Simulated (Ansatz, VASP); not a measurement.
TiSi in VASP and in Ansatz

POSCAR

```
TiSi
1.0
    1.8161780000     -2.1176240000      0.0000000000
    1.8161780000      2.1176240000      0.0000000000
    0.0000000000      0.0000000000      3.7468749900
Ti Si
1 1
Direct
    0.5000000000      0.5000000000      0.0000000000
    0.0000000000      0.0000000000      0.5000000000
```

INCAR.step1

```
SYSTEM = TiSi
  PREC = Accurate
  ENCUT = 520
  ISMEAR = 0
  SIGMA = 0.15
  LREAL = .False.
  LASPH = .True.
  NELM = 80
  NBANDS = 15
  GGA = PE
  ALGO = Normal
  EDIFF = 1E-4
  LWAVE = .True.
  LCHARG = .False.
```

The input INCAR.step2:

```
SYSTEM = TiSi
  PREC = Accurate
  ENCUT = 520
  EDIFF = 1E-6
  ISMEAR = 0
  SIGMA = 0.15
  LREAL = .False.
  LASPH = .True.
  NELM = 80
  ALGO = Normal
  ISIF = 2
  LWAVE = .False.
  LCHARG = .True.
  METAGGA = R2SCAN
  LMIXTAU = .True.
  LELF = .True.
  LVHAR = .True.
  NBANDS = 15
  ISTART = 1
```

File KPOINTS:

```
regular mesh
0
Gamma
  18 18 12
  0 0 0
```

Input for Ansatz:

```yaml
crystal:
  lattice:
    - [1.816178, -2.117624, 0.0]
    - [1.816178, 2.117624, 0.0]
    - [0.0, 0.0, 3.74687499]
  atoms:
    - { symbol: Ti, position: [0.5, 0.5, 0.0] }
    - { symbol: Si, position: [0.0, 0.0, 0.5] }
basis:
  ecutwfc: 500
kpoints:
  mp_grid: { grid: [18, 18, 12] }
hamiltonian:
  xc: r2scan
scf:
  occupations: { method: gaussian, width: 0.15 }
output:
  forces: true
  stress: true
  eigenvalues: true
```

Change from the starting cell: strain +0.000 along x and y, -0.015 along z, atoms carried along.

Alike in both runs: task single point; functional r2SCAN; k mesh 18 × 18 × 12; occupations gaussian, width 0.15 eV; no spin polarisation.

|  | VASP | Ansatz |
| --- | --- | --- |
| version | VASP 6.6.1 | Ansatz 0.2.0 |
| potentials or method | VASP PAW PBE potentials, release 64 (Ti_sv, Si), cutoff 520 eV | scalar-relativistic, plane waves, PAW |
| valence electrons in the cell | 16 | 16 |

```tsv
	VASP	Ansatz	Ansatz less VASP
gap on the k mesh at the Fermi level (eV)	none	none	-
pressure (GPa)	1.0	0.6	-0.41
traceless stress, the component that is largest in VASP (GPa)	2.13	2.18	+0.044
```

VASP's potentials were made for PBE, not for r2SCAN. A gap of «none» marks a metal or a gap that the smearing closes. With one functional, cell and mesh, what is left measures potentials, basis and numerics.
